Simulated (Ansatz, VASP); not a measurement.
Mg in VASP and in Ansatz

The input INCAR:

```
PREC = Accurate ; ENCUT = 520
EDIFF = 1E-7 ; ISMEAR = 0
SIGMA = 0.15 ; LREAL = F
LASPH = T ; NELM = 60
ALGO = Fast ; ISIF = 2
LWAVE = F ; LCHARG = T
GGA = PE ; LELF = T
LVHAR = T ; NBANDS = 7
```

KPOINTS

```
regular mesh
0
Gamma
  18 18 18
```

POSCAR

```
Mg
1.0
   -1.6309433370      1.6309433370      1.7727644967
    1.6309433370     -1.6309433370      1.7727644967
    1.6309433370      1.6309433370     -1.7727644967
Mg
1
Direct
    0.0000000000      0.0000000000      0.0000000000
```

Input for Ansatz:

```yaml
crystal:
  lattice:
    - [-1.630943337, 1.630943337, 1.7727644967]
    - [1.630943337, -1.630943337, 1.7727644967]
    - [1.630943337, 1.630943337, -1.7727644967]
  atoms:
    - { symbol: Mg, position: [0.0, 0.0, 0.0] }
basis:
  ecutwfc: 420
kpoints:
  mp_grid: { grid: [18, 18, 18] }
hamiltonian:
  xc: pbe
scf:
  occupations: { method: gaussian, width: 0.15 }
output:
  forces: true
  stress: true
  eigenvalues: true
```

Change from the starting cell: strain -0.080 along x and y, +0.000 along z, atoms carried along.

Alike in both runs: task single point; functional PBE; k mesh 18 × 18 × 18; occupations gaussian, width 0.15 eV; no spin polarisation.

|  | VASP | Ansatz |
| --- | --- | --- |
| version | VASP 6.6.1 | Ansatz 0.2.0 |
| potentials or method | VASP PAW PBE potentials, release 64 (Mg), cutoff 520 eV | scalar-relativistic, plane waves, PAW |
| valence electrons in the cell | 2 | 10 |

```csv
,VASP,Ansatz,Ansatz less VASP
gap on the k mesh at the Fermi level (eV),none,none,-
pressure (GPa),10.1,10.2,+0.09
"traceless stress, the component that is largest in VASP (GPa)",-0.11,-0.10,+0.003
```

A gap of «none» marks a metal or a gap that the smearing closes. The functional is the same, so the differences come from potentials, cutoffs and numerics. VASP's potentials hold 2 valence electrons a cell and Ansatz's 10, so a difference there can come from the potentials and not from the codes.
